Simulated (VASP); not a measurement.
# WC (P-6m2) in VASP: settings compared

Aim: see how the results for WC move with the level of theory and the settings. Levels: r2SCAN+rVV10, PBEsol+U. Tasks: single point.

Everything below comes from runs of VASP 6.6.1. Logs are shortened: lines on timing, memory, paths and dates and some standing lists are left out, and cuts for length are marked.

### Step 1. The cell of the first run

It takes space group P-6m2 (No. 187, hexagonal). The conventional cell has a = 2.945 Å, b = 2.945 Å, c = 2.874 Å, α = 90.00°, β = 90.00°, γ = 120.00°. Within 3.0 Å of W (site symmetry -6m2) lie 6 C at 2.23 Å and 8 W at 2.87 to 2.94 Å. C (site symmetry -6m2) has 6 W at 2.23 Å and 8 C at 2.87 to 2.94 Å within 3.0 Å.

### Step 2. Single point, r2SCAN+rVV10

Contents of POSCAR:

```
WC
1.0
    2.9447478072      0.0000000000      0.0000000000
   -1.4723739036      2.5502264088      0.0000000000
    0.0000000000      0.0000000000      2.8739279649
W C
1 1
Direct
    0.0000000000      0.0000000000      0.0000000000
    0.6666666667      0.3333333333      0.5000000000
```

Contents of INCAR.step1:

```
ALGO = Normal ; EDIFF = 1E-4
ENCUT = 520 ; GGA = PE
ISMEAR = -1 ; LASPH = T
LCHARG = F ; LREAL = F
LWAVE = T ; NBANDS = 16
NELM = 100 ; PREC = Accurate
SIGMA = 0.05
```

Contents of INCAR.step2:

```
ALGO = Normal ; BPARAM = 11.95
CPARAM = 0.0093 ; EDIFF = 1E-7
ENCUT = 520 ; ISIF = 2
ISMEAR = -1 ; ISTART = 1
IVDW_NL = 2 ; LASPH = T
LCHARG = F ; LMIXTAU = T
LREAL = F ; LUSE_VDW = T
LWAVE = F ; METAGGA = R2SCAN
NBANDS = 16 ; NELM = 100
PREC = Accurate ; SIGMA = 0.05
```

Contents of KPOINTS:

```
k-points
0
Gamma
  10 10 9
```

Potentials or basis: VASP PAW PBE potentials, release 64 (W_sv, C).

Started as:

```
$ cat potpaw_PBE.64/W_sv/POTCAR potpaw_PBE.64/C/POTCAR > POTCAR
$ cp INCAR.step1 INCAR
$ mpirun -np 1 vasp_std > vasp.out
$ cp INCAR.step2 INCAR
$ mpirun -np 1 vasp_std > vasp.out
```

OUTCAR:

```text
BPARAM = 11.95
   EDIFF = 1E-7
   ENCUT = 520
   ISIF = 2
   ISMEAR = -1
   ISTART = 1
   IVDW_NL = 2
   LASPH = T
   LREAL = F
   METAGGA = R2SCAN
   NELM = 100
   PREC = Accurate

 ion  position               nearest neighbor table
   1  0.000  0.000  0.000-   2 2.23   2 2.23   2 2.23   2 2.23   2 2.23   2 2.23
   2  0.667  0.333  0.500-   1 2.23   1 2.23   1 2.23   1 2.23   1 2.23   1 2.23

  LATTYP: Found a hexagonal cell.
 ALAT       =     2.9447478072
 C/A-ratio  =     0.9759504559

  Lattice vectors:

 A1 = (   2.9447478072,   0.0000000000,   0.0000000000)
 A2 = (  -1.4723739036,   2.5502264088,   0.0000000000)
 A3 = (   0.0000000000,   0.0000000000,   2.8739279649)

Analysis of symmetry for initial positions (statically):
=====================================================================
 Subroutine PRICEL returns:
 Original cell was already a primitive cell.

 Routine SETGRP: Setting up the symmetry group for a
 hexagonal supercell.

 Subroutine GETGRP returns: Found 12 space group operations
 (whereof 12 operations were pure point group operations)
 out of a pool of 24 trial point group operations.

The static configuration has the point symmetry D_3h.

Analysis of symmetry for dynamics (positions and initial velocities):
=====================================================================
 Subroutine PRICEL returns:
 Original cell was already a primitive cell.

 Routine SETGRP: Setting up the symmetry group for a
 hexagonal supercell.

 Subroutine GETGRP returns: Found 12 space group operations
 (whereof 12 operations were pure point group operations)
 out of a pool of 24 trial point group operations.

The dynamic configuration has the point symmetry D_3h.

 Subroutine INISYM returns: Found 12 space group operations
 (whereof 12 operations are pure point group operations),
 and found     1 'primitive' translations

----------------------------------------------------------------------------------------

                                     Primitive cell

  volume of cell :      21.5825

  direct lattice vectors                    reciprocal lattice vectors
     2.944747807  0.000000000  0.000000000     0.339587654  0.196061024  0.000000000
    -1.472373904  2.550226409  0.000000000     0.000000000  0.392122047  0.000000000
     0.000000000  0.000000000  2.873927965     0.000000000  0.000000000  0.347955833

  length of vectors
     2.944747807  2.944747807  2.873927965     0.392122047  0.392122047  0.347955833

  position of ions in fractional coordinates (direct lattice)
     0.000000000  0.000000000  0.000000000
     0.666666667  0.333333333  0.500000000

  ion indices of the primitive-cell ions
   primitive index   ion index
                 1           1
                 2           2

----------------------------------------------------------------------------------------

 KPOINTS: k-points

Automatic generation of k-mesh.
 Grid dimensions read from file:
 generate k-points for:   10   10    9

 Generating k-lattice:

  Cartesian coordinates                     Fractional coordinates (reciprocal lattice)
     0.033958765  0.019606102  0.000000000     0.100000000  0.000000000  0.000000000
     0.000000000  0.039212205  0.000000000     0.000000000  0.100000000  0.000000000
     0.000000000  0.000000000  0.038661759     0.000000000  0.000000000  0.111111111

  Length of vectors
     0.039212205  0.039212205  0.038661759

  Shift w.r.t. Gamma in fractional coordinates (k-lattice)
     0.000000000  0.000000000  0.000000000

 Subroutine IBZKPT returns following result:
 ===========================================

 Found     70 irreducible k-points:

 Following reciprocal coordinates:
            Coordinates               Weight
  0.000000  0.000000  0.000000      1.000000
  0.100000  0.000000  0.000000      6.000000
  0.200000  0.000000  0.000000      6.000000
  0.300000 -0.000000  0.000000      6.000000
  0.400000  0.000000  0.000000      6.000000
  0.500000  0.000000  0.000000      3.000000
[... 16 lines left out ...]
  0.300000  0.100000  0.111111     24.000000
  0.400000  0.100000  0.111111     24.000000
 [... further k-points ...]
   k-points           NKPTS =     70   k-points in BZ     NKDIM =     70   number of bands    NBANDS=     16
   number of dos      NEDOS =    301   number of ions     NIONS =      2
   total plane-waves  NPLWV =  13824
   dimension x,y,z NGX =    24 NGY =   24 NGZ =   24
   dimension x,y,z NGXF=    48 NGYF=   48 NGZF=   48
   ions per type =               1   1
   NGX,Y,Z   is equivalent  to a cutoff of  13.55, 13.55, 13.88 a.u.
   NGXF,Y,Z  is equivalent  to a cutoff of  27.10, 27.10, 27.77 a.u.
 SYSTEM =  unknown system
   PREC   = accura    normal or accurate (medium, high low for compatibility)
   ISTART =      1    job   : 0-new  1-cont  2-samecut
   ICHARG =      0    charge: 1-file 2-atom 10-const
   ISPIN  =      1    spin polarized calculation?
   LNONCOLLINEAR =      F non collinear calculations
   LSORBIT =      F    spin-orbit coupling
   LASPH  =      T    aspherical Exc in radial PAW
   ENCUT  =  520.0 eV  38.22 Ry    6.18 a.u.   5.48  5.48  5.34*2*pi/ulx,y,z
   NELM   =    100;   NELMIN=  2; NELMDL=  0     # of ELM steps
   EDIFF  = 0.1E-06   stopping-criterion for ELM
   LREAL  =      F    real-space projection
   EDIFFG = 0.1E-05   stopping-criterion for IOM
   NSW    =      0    number of steps for IOM
   IBRION =     -1    ionic relax: 0-MD 1-quasi-New 2-CG
   NFREE  =      0    steps in history (QN), initial steepest desc. (CG)
   ISIF   =      2    stress and relaxation
   ISYM   =      2    0-nonsym 1-usesym 2-fastsym
   POTIM  = 0.5000    time-step for ionic-motion
   TEBEG  =    0.0;   TEEND  =   0.0 temperature during run
   PSTRESS=    0.0 pullay stress
   NELECT =      18.0000    total number of electrons
   NUPDOWN=      -1.0000    fix difference up-down
   EMIN   =  10.00;   EMAX   =-10.00  energy-range for DOS
   EFERMI =   0.00;   METHOD = LEGACY
   ISMEAR =    -1;   SIGMA  =   0.05  broadening in eV -4-tet -1-fermi 0-gaus
   EFERMI_NEDOS =   21; number of points for ismear=-14 and -15
   IALGO  =     38    algorithm
   IMIX   =      4    mixing-type and parameters
     AMIX     =   0.40;   BMIX     =  1.00
     AMIX_MAG =   1.60;   BMIX_MAG =  1.00
  volume/ion in A,a.u.               =      10.79        72.82
  Fermi-wavevector in a.u.,A,eV,Ry     =   1.540984  2.912037 32.308820  2.374631
  Thomas-Fermi vector in A             =   2.646994
   LORBIT       =      0    0 simple, 1 ext, 2 COOP (PROOUT), +10 PAW based schemes
   METAGGA = R2SCAN    functional components
   LHFCALC =     F    Hartree Fock is set to
   AEXX    =    0.0000 exact exchange contribution
   IVDW_NL    =     2    kernel type
   BPARAM     =11.9500
   IVDW    =     0    specifies the selected vdW correction
   LEPSILON=     F    determine dielectric tensor
   LRPA    =     F    only Hartree local field effects (RPA)
 non-spin polarized calculation
  energy-cutoff  :      520.00
  volume of cell :       21.58
 maximum number of plane-waves:       599
 NGX is ok and might be reduce to    24
   NGX = 11   NGY = 11   NGZ = 11

 number of electron      18.0000000 magnetization

 Free energy of the ion-electron system (eV)
  ---------------------------------------------------
  ext. energy  EPLUGINS =         0.00000000
  ---------------------------------------------------
  free energy    TOTEN  =       -61.35208292 eV

  energy without entropy =      -61.34992312  energy(sigma->0) =      -61.35100302

 E-fermi :  10.4405     XC(G=0): -14.7420

 val. band max:       10.3891739037   @ k =   0.0000   0.0000   0.3333
 cond. band min:      10.4508686400   @ k =   0.4000   0.2000   0.0000
 fundamental gap:      0.0616947363
 Fermi energy:        10.4404646091

 k-point     1 :       0.0000    0.0000    0.0000
  band No.  band energies     occupation
      1     -65.6058      2.00000
      2     -28.9183      2.00000
      3     -28.8195      2.00000
      4     -28.8195      2.00000
      5      -4.5380      2.00000
      6       6.1358      2.00000
[... 8 lines left out ...]
     15      25.2622      0.00000
     16      27.6114      0.00000

 k-point     2 :       0.1000    0.0000    0.0000
  band No.  band energies     occupation
      1     -65.6006      2.00000
      2     -28.9087      2.00000
      3     -28.8948      2.00000
      4     -28.8365      2.00000
      5      -4.2832      2.00000
      6       6.1737      2.00000
[... 8 lines left out ...]
     15      24.8334      0.00000
     16      28.1649      0.00000

 k-point     3 :       0.2000    0.0000    0.0000
  band No.  band energies     occupation
      1     -65.5869      2.00000
      2     -29.0882      2.00000
      3     -28.8833      2.00000
      4     -28.8810      2.00000
      5      -3.5806      2.00000
      6       5.4024      2.00000
[... 8 lines left out ...]
     15      24.6957      0.00000
     16      29.4756      0.00000

 k-point     4 :       0.3000   -0.0000    0.0000
  band No.  band energies     occupation
      1     -65.5701      2.00000
      2     -29.3201      2.00000
      3     -28.9355      2.00000
      4     -28.8518      2.00000
      5      -2.6080      2.00000
      6       4.3672      2.00000
[... 8 lines left out ...]
     15      25.6074      0.00000
     16      28.0282      0.00000
[... 324 lines left out ...]
 k-point    22 :       0.2000    0.1000    0.1111
  band No.  band energies     occupation
      1     -65.5715      2.00000
      2     -29.2131      2.00000
      3     -28.9422      2.00000
      4     -28.9277      2.00000
      5      -2.7505      2.00000
      6       4.9333      2.00000
[... 8 lines left out ...]
     15      24.6403      0.00000
     16      28.4871      0.00000

 k-point    23 :       0.3000    0.1000    0.1111
  band No.  band energies     occupation
      1     -65.5563      2.00000
      2     -29.4048      2.00000
      3     -28.9902      2.00000
      4     -28.9118      2.00000
      5      -1.8418      2.00000
      6       4.0297      2.00000
[... 8 lines left out ...]
     15      25.0788      0.00000
     16      27.5060      0.00000

 k-point    24 :       0.4000    0.1000    0.1111
  band No.  band energies     occupation
      1     -65.5469      2.00000
      2     -29.5208      2.00000
      3     -29.0286      2.00000
      4     -28.8929      2.00000
      5      -1.1766      2.00000
      6       3.4487      2.00000
[... 8 lines left out ...]
     15      24.1107      0.00000
     16      28.4119      0.00000

 [... further k-points ...]
[... 5 lines left out ...]
  --------------------------------------------------------------------------------------
  -------------------------------------------------------------------------------------
  Total       -1.6192183     -1.6192183     -2.1114293      0.0000000      0.0000000      0.0000000
  in kB     -120.2024308   -120.2024308   -156.7416432      0.0000000      0.0000000      0.0000000
  external PRESSURE =    -132.3821683 kB  Pullay stress =       0.0000000 kB

 VOLUME and BASIS-vectors are now :
 -----------------------------------------------------------------------------
  energy-cutoff  :      520.00
  volume of cell :       21.58
      direct lattice vectors                 reciprocal lattice vectors
     2.944747807  0.000000000  0.000000000     0.339587654  0.196061024  0.000000000
    -1.472373904  2.550226409  0.000000000     0.000000000  0.392122047  0.000000000
     0.000000000  0.000000000  2.873927965     0.000000000  0.000000000  0.347955833

 POSITION                                       TOTAL-FORCE (eV/Angst)
 -----------------------------------------------------------------------------------
      0.00000      0.00000      0.00000        -0.000000      0.000000      0.000000
      1.47237      0.85008      1.43696         0.000000      0.000000      0.000000
 -----------------------------------------------------------------------------------
    total drift:                               -0.000000      0.000000      0.000000

  FREE ENERGIE OF THE ION-ELECTRON SYSTEM (eV)
  ---------------------------------------------------
  free  energy   TOTEN  =       -61.3520829243 eV

  energy  without entropy=      -61.3499231171  energy(sigma->0) =      -61.35100302
```

Run time: 65 s. Hardware: 1 thread of AMD EPYC 9R45 (Zen 5), shared host; peak memory 0.2 GiB.

What came out:

```yaml
Free_energy: -61.3521 eV
Pressure: -13.2 GPa
Band_gap_on_the_k_mesh: zero (bands 9 and 10 overlap by 1.16 eV)
```

Levels at points of the mesh, in eV from the Fermi level:
| k point | band 6 | band 7 | band 8 | band 9 | band 10 | band 11 | band 12 | band 13 |
| --- | --- | --- | --- | --- | --- | --- | --- | --- |
| (0.00, 0.00, 0.00) | -4.30 | -3.35 | -3.35 | 0.05 | 3.20 | 3.20 | 5.71 | 5.71 |
| (0.50, 0.00, 0.00) | -7.19 | -3.62 | -3.55 | -0.52 | 2.34 | 4.48 | 4.82 | 7.00 |

Caveat: the cell stands under tension; the PAW data sets were made with another functional, which shifts forces and pressure a little; spin-orbit coupling is left out, which moves the levels of the heavy elements.

### Step 3. Single point, r2SCAN+rVV10

This run uses another cell than the first one, of 11.00 Å³/atom.

Contents of POSCAR:

```
WC
1.0
    2.9635046684      0.0000000000      0.0000000000
   -1.4817523342      2.5664703270      0.0000000000
    0.0000000000      0.0000000000      2.8922337321
W C
1 1
Direct
    0.0000000000      0.0000000000      0.0000000000
    0.6666666667      0.3333333333      0.5000000000
```

Contents of INCAR.step1:

```
ALGO     = Normal         # electronic algorithm
EDIFF    = 1E-4           # SCF threshold, eV
ENCUT    = 520            # plane-wave cutoff, eV
GGA      = PE             # functional
ISMEAR   = -1             # smearing method
LASPH    = T              # aspherical terms in the spheres
LCHARG   = F              # write CHGCAR
LREAL    = F              # projectors in reciprocal space
LWAVE    = T              # write WAVECAR
NBANDS   = 16             # bands
NELM     = 60             # most SCF steps
PREC     = Accurate       # precision mode
SIGMA    = 0.05           # smearing width, eV
```

Contents of INCAR.step2:

```
ALGO     = Normal         # electronic algorithm
BPARAM   = 11.95        
CPARAM   = 0.0093       
EDIFF    = 1E-7           # SCF threshold, eV
ENCUT    = 520            # plane-wave cutoff, eV
ISIF     = 2              # what is computed and relaxed
ISMEAR   = -1             # smearing method
ISTART   = 1            
IVDW_NL  = 2            
LASPH    = T              # aspherical terms in the spheres
LCHARG   = F              # write CHGCAR
LMIXTAU  = T            
LREAL    = F              # projectors in reciprocal space
LUSE_VDW = T            
LWAVE    = F              # write WAVECAR
METAGGA  = R2SCAN         # meta-GGA
NBANDS   = 16             # bands
NELM     = 60             # most SCF steps
PREC     = Accurate       # precision mode
SIGMA    = 0.05           # smearing width, eV
```

KPOINTS is that of step 2.

Potentials or basis: VASP PAW PBE potentials, release 64 (W_sv, C).

Started as:

```
$ cat potpaw_PBE.64/W_sv/POTCAR potpaw_PBE.64/C/POTCAR > POTCAR
$ cp INCAR.step1 INCAR
$ mpirun -np 1 vasp_std > vasp.out
$ cp INCAR.step2 INCAR
$ mpirun -np 1 vasp_std > vasp.out
```

Run time: 69 s. Hardware: 1 thread of AMD EPYC 9R45 (Zen 5), shared host; peak memory 0.2 GiB.

The run converged. Its results:

- Free energy: -61.3095 eV
- Pressure: -19.7 GPa
- Band gap on the k mesh: zero (bands 9 and 10 overlap by 1.13 eV)

Stress tensor (GPa, compression positive):
```
-18.14   0.00   0.00
  0.00 -18.14   0.00
  0.00   0.00 -22.74
```

Levels at points of the mesh, in eV from the Fermi level:
```csv
k point,band 7,band 8,band 9,band 10,band 11,band 12
"(0.00, 0.00, 0.00)",-3.27,-3.27,0.05,3.12,3.12,5.60
"(0.50, 0.00, 0.00)",-3.54,-3.46,-0.51,2.28,4.36,4.69
```

Caveat: the cell stands under tension; the PAW data sets were made with another functional, which shifts forces and pressure a little; spin-orbit coupling is left out, which moves the levels of the heavy elements.

### Step 4. Single point, PBEsol+U

This run uses another cell than the first one, of 10.30 Å³/atom.

Contents of INCAR:

```
PREC = Accurate
ENCUT = 520
EDIFF = 1E-7
ISMEAR = -1
SIGMA = 0.05
LREAL = F
LASPH = T
NELM = 150
ALGO = Normal
ISIF = 2
LWAVE = F
LCHARG = F
LMAXMIX = 4
LDAU = T
LDAUTYPE = 2
LDAUL = 2 -1
LDAUU = 3.5 0
LDAUJ = 0 0
LDAUPRINT = 1
GGA = PS
NBANDS = 16
```

Contents of KPOINTS:

```
Automatic mesh
0
Gamma
  10 10 9
```

Contents of POSCAR:

```
WC
1.0
    2.9016135361      0.0000000000      0.0000000000
   -1.4508067681      2.5128710342      0.0000000000
    0.0000000000      0.0000000000      2.8255379072
W C
1 1
Direct
    0.0000000000      0.0000000000      0.0000000000
    0.6666666667      0.3333333333      0.5000000000
```

Started as:

```
$ cat potpaw_PBE.64/W_sv/POTCAR potpaw_PBE.64/C/POTCAR > POTCAR
$ mpirun -np 1 vasp_std > vasp.out
```

Wall time 13 s (1 thread of AMD EPYC 9R45 (Zen 5), shared host); peak memory 0.13 GiB.

Results (log left out):

* Free energy: -19.9545 eV
* Pressure: 8.6 GPa
* Band gap on the k mesh: zero (bands 9 and 10 overlap by 1.09 eV)

Stress tensor (GPa, compression positive):
```
 7.86  0.00  0.00
 0.00  7.86  0.00
 0.00  0.00 10.16
```

Levels at points of the mesh, in eV from the Fermi level:
| k point | band 5 | band 6 | band 7 | band 8 | band 9 | band 10 | band 11 | band 12 | band 13 | band 14 |
| --- | --- | --- | --- | --- | --- | --- | --- | --- | --- | --- |
| (0.00, 0.00, 0.00) | -14.69 | -4.39 | -3.37 | -3.37 | -0.02 | 3.43 | 3.43 | 5.64 | 5.64 | 6.21 |
| (0.50, 0.00, 0.00) | -11.22 | -7.26 | -3.64 | -3.58 | -0.59 | 2.52 | 4.63 | 4.92 | 6.88 | 9.50 |

Eigenvalues of the final occupation matrices:
```
    site  spin  trace               eigenvalues
site 1 d     1   1.70  0.32 0.32 0.34 0.34 0.37
site 1 d     2   1.70  0.32 0.32 0.34 0.34 0.37
```

Caveat: the cell stands under pressure; the PAW data sets were made with another functional, which shifts forces and pressure a little; spin-orbit coupling is left out, which moves the levels of the heavy elements; U without spin polarisation on a metal has little footing; the U is typed as a test and isn't derived for this compound.

### Step 5. Summary

```csv
level,U,cell,gap on the mesh (eV),pressure (GPa)
r2SCAN+rVV10,-,"a = 2.945, b = 2.945, c = 2.874 Å, angles 90.0, 90.0, 120.0°, 2 atoms",none,-13.2
r2SCAN+rVV10,-,"a = 2.964, b = 2.964, c = 2.892 Å, angles 90.0, 90.0, 120.0°, 2 atoms",none,-19.7
PBEsol+U,W d U = 3.5 eV,"a = 2.902, b = 2.902, c = 2.826 Å, angles 90.0, 90.0, 120.0°, 2 atoms",none,8.6
```

Alike in all rows: task single point; potentials or basis VASP PAW PBE potentials, release 64 (W_sv, C); no spin polarisation; k mesh 10 × 10 × 9; cutoff (eV) 520; smearing fermi-dirac 0.05 eV.

Caveats: the PAW data sets were made with another functional, which shifts forces and pressure a little; spin-orbit coupling is left out, which moves the levels of the heavy elements; the cell stands under tension (at least some runs); the cell stands under pressure (at least some runs); U without spin polarisation on a metal has little footing (at least some runs); the U is typed as a test and isn't derived for this compound (at least some runs).

Total energies depend on the potentials used, so only differences within one code and one set of settings carry meaning.
